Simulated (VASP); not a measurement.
HC24, 50 atoms in the cell. The cell holds a slab with vacuum, 50 atoms: a = 7.392 Å, b = 15.364 Å, c = 22.000 Å, α = 90.00°, β = 90.00°, γ = 90.00°. 

| Quantity | Value |
| --- | --- |
| Program | VASP 6.6.1 |
| Task | single point |
| Functional | PBE |
| Dispersion | D3(BJ) |
| Potentials or basis | VASP PAW PBE potentials, release 64 (C, H) |
| Cutoff | 520 eV |
| k mesh | 4 × 2 × 1 |
| Occupations | gaussian, width 0.05 eV |
| Spin | no spin polarisation |
| Dipole correction | no |
| Further INCAR settings | LREAL = Auto; ALGO = Normal; EDIFF = 1e-06; NBANDS = 128 |

Potentials or basis: VASP PAW PBE potentials, release 64 (C, H).

Launch:

```bash
$ cat potpaw_PBE.64/C/POTCAR potpaw_PBE.64/H/POTCAR > POTCAR
$ mpirun -np 1 vasp_std > vasp.out
```

Hardware: 1 × NVIDIA H100 80GB with 1 thread of AMD EPYC 7R13 Processor (Zen 3), on a shared host.

**Question.** How long does it take, and how much memory?

**Answer.** Run time: 5.2 min on 1 × NVIDIA H100 80GB with 1 thread of AMD EPYC 7R13 Processor (Zen 3) (shared host), peak memory 2.8 GiB. Counts: scf iterations 25, k points 6.
